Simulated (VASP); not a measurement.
# TiCo (Pm-3m) in VASP: further runs

TiCo is run at these levels: PBE, PBE0; tasks: single point.

Program: VASP 6.6.1. These are calculated values, not measurements. Logs are shortened: lines on timing, memory, paths and dates and some standing lists are left out, and cuts for length are marked.

## Step 1: The cell of the first run

The structure is cubic, space group Pm-3m (No. 221). The conventional cell has a = 2.986 Å, b = 2.986 Å, c = 2.986 Å, α = 90.00°, β = 90.00°, γ = 90.00°. Co (site symmetry m-3m) has 8 Ti at 2.59 Å and 6 Co at 2.99 Å within 3.4 Å. Ti (site symmetry m-3m) has 8 Co at 2.59 Å and 6 Ti at 2.99 Å within 3.4 Å.

## Step 2: Single point, PBE, collinear spin, ferromagnetic start

INCAR reads:

```
ALGO     = Normal         # electronic algorithm
EDIFF    = 1E-6           # SCF threshold, eV
ENCUT    = 600            # plane-wave cutoff, eV
GGA      = PE             # functional
GGA_COMPAT= False        
ISIF     = 2              # what is computed and relaxed
ISMEAR   = -1             # smearing method
ISPIN    = 2              # spin polarisation
LASPH    = True           # aspherical terms in the spheres
LCHARG   = False          # write CHGCAR
LMAXMIX  = 4              # l up to which the mixer works
LORBIT   = 11             # projections on sites
LREAL    = False          # projectors in reciprocal space
LWAVE    = False          # write WAVECAR
MAGMOM   = 4 2            # initial moments
NBANDS   = 26             # bands
NELM     = 200            # most SCF steps
NUPDOWN  = 6.0            # fixed moment
PREC     = Accurate       # precision mode
SIGMA    = 0.05           # smearing width, eV
```

KPOINTS reads:

```
k-points
0
Gamma
  8 8 8
```

POSCAR reads:

```
TiCo
1.0
    2.9861109900      0.0000000000      0.0000000000
    0.0000000000      2.9861109900      0.0000000000
    0.0000000000      0.0000000000      2.9861109900
Co Ti
1 1
Direct
    0.5000000000      0.5000000000      0.5000000000
    0.0000000000      0.0000000000      0.0000000000
```

Potentials or basis: VASP PAW PBE potentials, release 64 (Co_sv, Ti_sv).

The run is started by

```console
cat potpaw_PBE.64/Co_sv/POTCAR potpaw_PBE.64/Ti_sv/POTCAR > POTCAR
mpirun -np 1 vasp_std > vasp.out
```

OUTCAR:

```text
EDIFF = 1E-6
   ENCUT = 600
   GGA = PE
   ISIF = 2
   ISMEAR = -1
   ISPIN = 2
   LASPH = True
   LORBIT = 11
   LREAL = False
   NELM = 200
   NUPDOWN = 6.0
   PREC = Accurate

 ion  position               nearest neighbor table
   1  0.500  0.500  0.500-   2 2.59   2 2.59   2 2.59   2 2.59   2 2.59   2 2.59   2 2.59   2 2.59

   2  0.000  0.000  0.000-   1 2.59   1 2.59   1 2.59   1 2.59   1 2.59   1 2.59   1 2.59   1 2.59

  LATTYP: Found a simple cubic cell.
 ALAT       =     2.9861109900

  Lattice vectors:

 A1 = (   2.9861109900,   0.0000000000,   0.0000000000)
 A2 = (   0.0000000000,   2.9861109900,   0.0000000000)
 A3 = (   0.0000000000,   0.0000000000,   2.9861109900)

Analysis of symmetry for initial positions (statically):
=====================================================================
 Subroutine PRICEL returns:
 Original cell was already a primitive cell.

 Routine SETGRP: Setting up the symmetry group for a
 simple cubic supercell.

 Subroutine GETGRP returns: Found 48 space group operations
 (whereof 48 operations were pure point group operations)
 out of a pool of 48 trial point group operations.

The static configuration has the point symmetry O_h .

Analysis of symmetry for dynamics (positions and initial velocities):
=====================================================================
 Subroutine PRICEL returns:
 Original cell was already a primitive cell.

 Routine SETGRP: Setting up the symmetry group for a
 simple cubic supercell.

 Subroutine GETGRP returns: Found 48 space group operations
 (whereof 48 operations were pure point group operations)
 out of a pool of 48 trial point group operations.

The dynamic configuration has the point symmetry O_h .

Analysis of structural, dynamic, and magnetic symmetry:
=====================================================================
 Subroutine PRICEL returns:
 Original cell was already a primitive cell.

 Routine SETGRP: Setting up the symmetry group for a
 simple cubic supercell.

 Subroutine GETGRP returns: Found 48 space group operations
 (whereof 48 operations were pure point group operations)
 out of a pool of 48 trial point group operations.

The overall configuration has the point symmetry O_h .

 Subroutine INISYM returns: Found 48 space group operations
 (whereof 48 operations are pure point group operations),
 and found     1 'primitive' translations

----------------------------------------------------------------------------------------

                                     Primitive cell

  volume of cell :      26.6267

[... 107 lines left out ...]
     AMIX     =   0.40;   BMIX     =  1.00
     AMIX_MAG =   1.60;   BMIX_MAG =  1.00
  volume/ion in A,a.u.               =      13.31        89.84
  Fermi-wavevector in a.u.,A,eV,Ry     =   1.684360  3.182979 38.600656  2.837068
  Thomas-Fermi vector in A             =   2.767396
   LORBIT       =     11    0 simple, 1 ext, 2 COOP (PROOUT), +10 PAW based schemes
   GGA     = PE    functional components
   LHFCALC =     F    Hartree Fock is set to
   AEXX    =    0.0000 exact exchange contribution
   IVDW    =     0    specifies the selected vdW correction
   LEPSILON=     F    determine dielectric tensor
   LRPA    =     F    only Hartree local field effects (RPA)
 spin polarized calculation
  energy-cutoff  :      600.00
  volume of cell :       26.63
 maximum number of plane-waves:       912
 NGX is ok and might be reduce to    24
   NGX = 11   NGY = 11   NGZ = 11

 number of electron      29.0000007 magnetization       6.0000001

 Free energy of the ion-electron system (eV)
  ---------------------------------------------------
  ext. energy  EPLUGINS =         0.00000000
  ---------------------------------------------------
  free energy    TOTEN  =       -10.16112133 eV

  energy without entropy =      -10.13341409  energy(sigma->0) =      -10.14726771

 E-fermi :   8.6923     XC(G=0): -12.6150

 val. band max:       13.2861306951   @ k =   0.1250   0.1250   0.0000
 cond. band min:       8.6943162255   @ k =   0.2500   0.2500   0.2500
 fundamental gap:     -4.5918144696
 Fermi energy:        13.2920564531

 spin component 1

 k-point     1 :       0.0000    0.0000    0.0000
  band No.  band energies     occupation
      1     -87.6493      1.00000
      2     -50.8647      1.00000
      3     -50.8647      1.00000
      4     -50.8647      1.00000
      5     -44.6677      1.00000
      6     -20.9086      1.00000
[... 685 lines left out ...]
     25      25.8485      0.00000
     26      30.1440      0.00000

 [... further k-points ...]

 spin component 2

 k-point     1 :       0.0000    0.0000    0.0000
  band No.  band energies     occupation
      1     -84.6853      1.00000
      2     -47.9673      1.00000
      3     -47.9673      1.00000
      4     -47.9672      1.00000
      5     -42.8728      1.00000
      6     -19.1000      1.00000
[... 685 lines left out ...]
     25      27.8637      0.00000
     26      32.2876      0.00000

 [... further k-points ...]
[... 5 lines left out ...]
  --------------------------------------------------------------------------------------
  -------------------------------------------------------------------------------------
  Total        7.0203279      7.0203279      7.0203279      0.0000000      0.0000000      0.0000000
  in kB      422.4255121    422.4255121    422.4255121      0.0000000      0.0000000      0.0000000
  external PRESSURE =     422.4255121 kB  Pullay stress =       0.0000000 kB

 VOLUME and BASIS-vectors are now :
 -----------------------------------------------------------------------------
  energy-cutoff  :      600.00
  volume of cell :       26.63
      direct lattice vectors                 reciprocal lattice vectors
     2.986110990  0.000000000  0.000000000     0.334883735  0.000000000  0.000000000
     0.000000000  2.986110990  0.000000000     0.000000000  0.334883735  0.000000000
     0.000000000  0.000000000  2.986110990     0.000000000  0.000000000  0.334883735

 POSITION                                       TOTAL-FORCE (eV/Angst)
 -----------------------------------------------------------------------------------
      1.49306      1.49306      1.49306         0.000000      0.000000      0.000000
      0.00000      0.00000      0.00000         0.000000      0.000000      0.000000
 -----------------------------------------------------------------------------------
    total drift:                                0.000000      0.000000     -0.000000

  FREE ENERGIE OF THE ION-ELECTRON SYSTEM (eV)
  ---------------------------------------------------
  free  energy   TOTEN  =       -10.1611213320 eV

  energy  without entropy=      -10.1334140933  energy(sigma->0) =      -10.14726771

 total charge

# of ion       s       p       d       tot
------------------------------------------
    1        2.283   6.140   6.518  14.941
    2        2.214   6.141   2.264  10.619
--------------------------------------------------
tot          4.497  12.281   8.782  25.560

 magnetization (x)

# of ion       s       p       d       tot
------------------------------------------
    1        0.059   0.138   2.404   2.601
    2        0.044   0.128   1.902   2.074
--------------------------------------------------
tot          0.103   0.266   4.306   4.675
```

It took 22 s on 1 thread of Intel Xeon 6975P-C (Granite Rapids), shared host; peak memory 0.18 GiB.

What came out:

| Quantity | Value |
| --- | --- |
| Free energy | -10.1611 eV |
| Pressure | 42.2 GPa |
| Net moment | 6.00 μB per cell |
| Site moments | Co +2.60; Ti +2.07 μB |
| Valence electrons inside the program's atomic spheres | Co 14.94; Ti 10.62 |

Caveat: the total moment is fixed, so each spin has its own Fermi level.

## Step 3: Single point, PBE0, collinear spin, ferromagnetic start

This run uses another cell than the first one, of 14.11 Å³/atom, 1.060 times its volume.

POSCAR reads:

```
TiCo
1.0
    3.0446770546      0.0000000000      0.0000000000
    0.0000000000      3.0446770546      0.0000000000
    0.0000000000      0.0000000000      3.0446770546
Co Ti
1 1
Direct
    0.5000000000      0.5000000000      0.5000000000
    0.0000000000      0.0000000000      0.0000000000
```

INCAR.step1 reads:

```
SYSTEM = TiCo
PREC = Accurate
ENCUT = 520
EDIFF = 1E-5
ISMEAR = -1
SIGMA = 0.05
LREAL = .FALSE.
LASPH = .TRUE.
NELM = 150
ALGO = Normal
ISIF = 2
LWAVE = .TRUE.
LCHARG = .FALSE.
ISPIN = 2
MAGMOM = 2 1
LORBIT = 11
LMAXMIX = 4
GGA = PE
NBANDS = 22
```

INCAR.step2 reads:

```
SYSTEM = TiCo
PREC = Accurate
ENCUT = 520
EDIFF = 1E-6
ISMEAR = -1
SIGMA = 0.05
LREAL = .FALSE.
LASPH = .TRUE.
NELM = 150
ALGO = Normal
ISIF = 2
LWAVE = .FALSE.
LCHARG = .FALSE.
ISPIN = 2
MAGMOM = 2 1
LORBIT = 11
LMAXMIX = 4
GGA = PE
LHFCALC = .TRUE.
AEXX = 0.25
PRECFOCK = Normal
ISTART = 1
NBANDS = 22
```

KPOINTS reads:

```
Automatic mesh
0
G
  4 4 4
  0 0 0
```

Potentials or basis: VASP PAW PBE potentials, release 64 (Co, Ti_sv).

The run is started by

```console
cat potpaw_PBE.64/Co/POTCAR potpaw_PBE.64/Ti_sv/POTCAR > POTCAR
cp INCAR.step1 INCAR
mpirun -np 1 vasp_std > vasp.out
cp INCAR.step2 INCAR
mpirun -np 1 vasp_std > vasp.out
```

Run time: 32 min. Hardware: 1 thread of AMD EPYC 7R43 (Zen 3), shared host; peak memory 0.13 GiB.

Results (log left out):

```
Free energy                                           : -21.6650 eV
Pressure                                              : -7.5 GPa
Net moment                                            : 0.91 μB per cell
Site moments                                          : Co +1.67; Ti -0.43 μB
Valence electrons inside the program's atomic spheres : Co 8.23; Ti 10.13
```

Levels at points of the mesh, in eV from the Fermi level:
Spin up:
```
           k point  band 8  band 9  band 10  band 11  band 12  band 13  band 14  band 15
(0.00, 0.00, 0.00)   -4.48   -4.48    -4.48     0.77     0.77     3.47     3.47     3.47
(0.50, 0.00, 0.00)   -4.67   -4.67    -4.24    -2.84    -0.53     1.44     1.44     3.14
(0.50, 0.50, 0.00)   -5.14   -4.80    -2.67     0.63     0.63     1.59     2.90     2.90
(0.50, 0.50, 0.50)   -4.80   -4.80    -2.85    -2.85    -2.85     4.35     4.35     7.29
```
Spin down:
```csv
k point,band 6,band 7,band 8,band 9,band 10,band 11,band 12,band 13,band 14,band 15
"(0.00, 0.00, 0.00)",-4.10,-4.10,-2.86,-2.86,-2.86,2.90,2.90,3.17,3.17,3.17
"(0.50, 0.00, 0.00)",-5.45,-2.95,-2.95,-2.37,-1.53,-0.74,0.83,0.83,2.59,3.19
"(0.50, 0.50, 0.00)",-5.35,-3.89,-3.89,-0.91,-0.91,1.55,2.72,2.90,2.93,2.93
"(0.50, 0.50, 0.50)",-4.07,-4.07,-3.43,-3.43,-3.43,2.97,2.97,3.63,3.63,7.65
```

Caveat: the k points lie up to 0.52 Å⁻¹ apart; the PAW data sets were made with another functional, which shifts forces and pressure a little.
